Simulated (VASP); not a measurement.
# Ge (Cmmm) in VASP: single point with PBEsol

Aim: the single point of Ge with PBEsol.

All numbers are computed with VASP 6.6.1; they aren't measurements. Logs are shortened: lines on timing, memory, paths and dates and some standing lists are left out, and cuts for length are marked.

## (1) The cell of the first run

Symmetry: Cmmm, No. 65, orthorhombic system. The conventional cell has a = 2.794 Å, b = 5.201 Å, c = 2.698 Å, α = 90.00°, β = 90.00°, γ = 90.00°. Within 3.6 Å of Ge (site symmetry mmm) lie 8 Ge at 2.70 to 2.95 Å.

## (2) Single point, PBEsol

File INCAR:

```
SYSTEM = Ge
ALGO = Normal
EDIFF = 1E-6
ENCUT = 520
GGA = PS
ISIF = 2
ISMEAR = 1
LASPH = .TRUE.
LCHARG = .FALSE.
LREAL = .FALSE.
LWAVE = .FALSE.
NBANDS = 13
NELM = 80
PREC = Accurate
SIGMA = 0.1
```

File KPOINTS:

```
k-points
0
G
  11 11 10
  0 0 0
```

File POSCAR:

```
Ge
1.0
    1.3971490000     -2.6005160000      0.0000000000
    1.3971490000      2.6005160000      0.0000000000
    0.0000000000      0.0000000000      2.6982310000
Ge
1
Direct
    0.5000000000      0.5000000000      0.0000000000
```

Potentials or basis: VASP PAW PBE potentials, release 64 (Ge_d).

Run with:

```sh
cat potpaw_PBE.64/Ge_d/POTCAR > POTCAR
mpirun -np 1 vasp_std > vasp.out
```

OUTCAR:

```text
SYSTEM = Ge
   EDIFF = 1E-6
   ENCUT = 520
   GGA = PS
   ISIF = 2
   ISMEAR = 1
   LASPH = .TRUE.
   LREAL = .FALSE.
   NELM = 80
   PREC = Accurate

 ion  position               nearest neighbor table
   1  0.500  0.500  0.000-

  LATTYP: Found a base centered orthorhombic cell.
 ALAT       =     2.7942980000
 B/A-ratio  =     1.8613018368
 C/A-ratio  =     0.9656203454

  Lattice vectors:

 A1 = (   1.3971490000,  -2.6005160000,   0.0000000000)
 A2 = (   1.3971490000,   2.6005160000,   0.0000000000)
 A3 = (   0.0000000000,   0.0000000000,   2.6982310000)

Analysis of symmetry for initial positions (statically):
=====================================================================
 Subroutine PRICEL returns:
 Original cell was already a primitive cell.

 Routine SETGRP: Setting up the symmetry group for a
 base centered orthorhombic supercell.

 Subroutine GETGRP returns: Found  8 space group operations
 (whereof  8 operations were pure point group operations)
 out of a pool of  8 trial point group operations.

The static configuration has the point symmetry D_2h.

Analysis of symmetry for dynamics (positions and initial velocities):
=====================================================================
 Subroutine PRICEL returns:
 Original cell was already a primitive cell.

 Routine SETGRP: Setting up the symmetry group for a
 base centered orthorhombic supercell.

 Subroutine GETGRP returns: Found  8 space group operations
 (whereof  8 operations were pure point group operations)
 out of a pool of  8 trial point group operations.

The dynamic configuration has the point symmetry D_2h.

 Subroutine INISYM returns: Found  8 space group operations
 (whereof  8 operations are pure point group operations),
 and found     1 'primitive' translations

----------------------------------------------------------------------------------------

                                     Primitive cell

  volume of cell :      19.6070

  direct lattice vectors                    reciprocal lattice vectors
     1.397149000 -2.600516000  0.000000000     0.357871637 -0.192269534  0.000000000
     1.397149000  2.600516000  0.000000000     0.357871637  0.192269534  0.000000000
     0.000000000  0.000000000  2.698231000     0.000000000  0.000000000  0.370613191

  length of vectors
     2.952068562  2.952068562  2.698231000     0.406250763  0.406250763  0.370613191
[... 79 lines left out ...]
   EDIFF  = 0.1E-05   stopping-criterion for ELM
   LREAL  =      F    real-space projection
   EDIFFG = 0.1E-04   stopping-criterion for IOM
   NSW    =      0    number of steps for IOM
   IBRION =     -1    ionic relax: 0-MD 1-quasi-New 2-CG
   NFREE  =      0    steps in history (QN), initial steepest desc. (CG)
   ISIF   =      2    stress and relaxation
   ISYM   =      2    0-nonsym 1-usesym 2-fastsym
   POTIM  = 0.5000    time-step for ionic-motion
   TEBEG  =    0.0;   TEEND  =   0.0 temperature during run
   PSTRESS=    0.0 pullay stress
   NELECT =      14.0000    total number of electrons
   NUPDOWN=      -1.0000    fix difference up-down
   EMIN   =  10.00;   EMAX   =-10.00  energy-range for DOS
   EFERMI =   0.00;   METHOD = LEGACY
   ISMEAR =     1;   SIGMA  =   0.10  broadening in eV -4-tet -1-fermi 0-gaus
   EFERMI_NEDOS =   21; number of points for ismear=-14 and -15
   IALGO  =     38    algorithm
   IMIX   =      4    mixing-type and parameters
     AMIX     =   0.40;   BMIX     =  1.00
     AMIX_MAG =   1.60;   BMIX_MAG =  1.00
  volume/ion in A,a.u.               =      19.61       132.31
  Fermi-wavevector in a.u.,A,eV,Ry     =   1.463234  2.765111 29.130796  2.141053
  Thomas-Fermi vector in A             =   2.579353
   LORBIT       =      0    0 simple, 1 ext, 2 COOP (PROOUT), +10 PAW based schemes
   GGA     = PS    functional components
   LHFCALC =     F    Hartree Fock is set to
   AEXX    =    0.0000 exact exchange contribution
   IVDW    =     0    specifies the selected vdW correction
   LEPSILON=     F    determine dielectric tensor
   LRPA    =     F    only Hartree local field effects (RPA)
 non-spin polarized calculation
 Methfessel and Paxton  Order N= 1 SIGMA  =   0.10
  energy-cutoff  :      520.00
  volume of cell :       19.61
 maximum number of plane-waves:       542
 NGX is ok and might be reduce to    24
   NGX = 11   NGY = 11   NGZ = 11

 number of electron      14.0000003 magnetization

 Free energy of the ion-electron system (eV)
  ---------------------------------------------------
  ext. energy  EPLUGINS =         0.00000000
  ---------------------------------------------------
  free energy    TOTEN  =        -4.73049981 eV

  energy without entropy =       -4.73052729  energy(sigma->0) =       -4.73050897

 E-fermi :   6.0476     XC(G=0): -11.1873

 val. band max:        6.0381362888   @ k =   0.3636   0.1818   0.1000
 cond. band min:       6.0562449024   @ k =   0.4545   0.0909   0.4000
 fundamental gap:      0.0181086136
 Fermi energy:         6.0475569026

 k-point     1 :       0.0000    0.0000    0.0000
  band No.  band energies     occupation
      1     -18.5813      2.00000
      2     -18.5266      2.00000
      3     -18.4755      2.00000
      4     -18.3698      2.00000
      5     -18.3492      2.00000
      6      -6.7946      2.00000
      7      12.7284      0.00000
      8      13.2011      0.00000
      9      14.7088      0.00000
     10      16.2568      0.00000
     11      18.5475      0.00000
     12      20.9123      0.00000
     13      21.0697      0.00000
[... 354 lines left out ...]
  band No.  band energies     occupation
      1     -18.5725      2.00000
      2     -18.5226      2.00000
      3     -18.4505      2.00000
      4     -18.3816      2.00000
      5     -18.3515      2.00000
      6      -6.0873      2.00000
      7       8.3060      0.00000
      8      13.2773      0.00000
      9      13.3907      0.00000
     10      16.6879      0.00000
     11      18.1686      0.00000
     12      23.8228      0.00000
     13      23.8867      0.00000

 [... further k-points ...]
[... 5 lines left out ...]
  --------------------------------------------------------------------------------------
  -------------------------------------------------------------------------------------
  Total       -0.3320807     -0.7547930     -0.4697419      0.0000000      0.0000000      0.0000000
  in kB      -27.1358122    -61.6775458    -38.3847281      0.0000000      0.0000000      0.0000000
  external PRESSURE =     -42.3993620 kB  Pullay stress =       0.0000000 kB

 VOLUME and BASIS-vectors are now :
 -----------------------------------------------------------------------------
  energy-cutoff  :      520.00
  volume of cell :       19.61
      direct lattice vectors                 reciprocal lattice vectors
     1.397149000 -2.600516000  0.000000000     0.357871637 -0.192269534  0.000000000
     1.397149000  2.600516000  0.000000000     0.357871637  0.192269534  0.000000000
     0.000000000  0.000000000  2.698231000     0.000000000  0.000000000  0.370613191

 POSITION                                       TOTAL-FORCE (eV/Angst)
 -----------------------------------------------------------------------------------
      1.39715      0.00000      0.00000         0.000000      0.000000      0.000000
 -----------------------------------------------------------------------------------
    total drift:                               -0.000000     -0.000000     -0.000000

  FREE ENERGIE OF THE ION-ELECTRON SYSTEM (eV)
  ---------------------------------------------------
  free  energy   TOTEN  =        -4.7304998055 eV

  energy  without entropy=       -4.7305272920  energy(sigma->0) =       -4.73050897
```

OSZICAR:

```text
N       E                     dE             d eps       ncg     rms          rms(c)
DAV:   1     0.630414980589E+02    0.63041E+02   -0.71586E+03  6112   0.291E+03
DAV:   2     0.100036638702E+01   -0.62041E+02   -0.59216E+02  5896   0.414E+02
DAV:   3    -0.466824209093E+01   -0.56686E+01   -0.56412E+01  6526   0.727E+01
DAV:   4    -0.474996202906E+01   -0.81720E-01   -0.81709E-01  6341   0.951E+00
DAV:   5    -0.475079389871E+01   -0.83187E-03   -0.83186E-03  6609   0.106E+00    0.135E+00
DAV:   6    -0.473592139340E+01    0.14873E-01   -0.13052E-02  7011   0.257E+00    0.733E-01
DAV:   7    -0.473073296267E+01    0.51884E-02   -0.73639E-03  7090   0.165E+00    0.899E-02
DAV:   8    -0.473049927530E+01    0.23369E-03   -0.76057E-04  6866   0.631E-01    0.276E-02
DAV:   9    -0.473049981949E+01   -0.54419E-06   -0.13821E-05  6917   0.460E-02    0.674E-03
DAV:  10    -0.473049980548E+01    0.14013E-07   -0.50325E-07  4682   0.107E-02
   1 F= -.47304998E+01 E0= -.47305090E+01  d E =0.274865E-04
```

It took 49 s on 1 thread of AMD EPYC 7R43 (Zen 3), shared host; peak memory 0.13 GiB.

Results:

- Free energy: -4.7305 eV
- Pressure: -4.2 GPa
- Band gap on the k mesh: zero (band 7 reaches 12.73 eV, above the bottom of band 8 at 3.66 eV)

Caveat: the PAW data sets were made with another functional, which shifts forces and pressure a little.
